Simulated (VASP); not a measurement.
Here is a VASP 6.6.1 calculation.

INCAR

```
PREC = Accurate ; ENCUT = 520
EDIFF = 1E-7 ; ISMEAR = -1
SIGMA = 0.1 ; LREAL = False
LASPH = True ; NELM = 60
ALGO = Normal ; ISIF = 2
LWAVE = False ; LCHARG = True
LELF = True ; LVHAR = True
NBANDS = 8
```

File KPOINTS:

```
regular mesh
0
Gamma
  13 13 13
```

The input POSCAR:

```
Al
1.0
    2.6088968261      0.0000000000      0.0000000000
    0.0000000000      2.6088968261      0.0000000000
    0.0000000000      0.0000000000      2.6088968261
Al
1
Direct
    0.0000000000      0.0000000000      0.0000000000
```

Potentials or basis: VASP PAW LDA potentials, release 64 (Al).

Launch:

```console
$ cat potpaw_LDA.64/Al/POTCAR > POTCAR
$ mpirun -np 1 vasp_std > vasp.out
```

Q: Estimate the pressure.

A: 6.3 GPa.
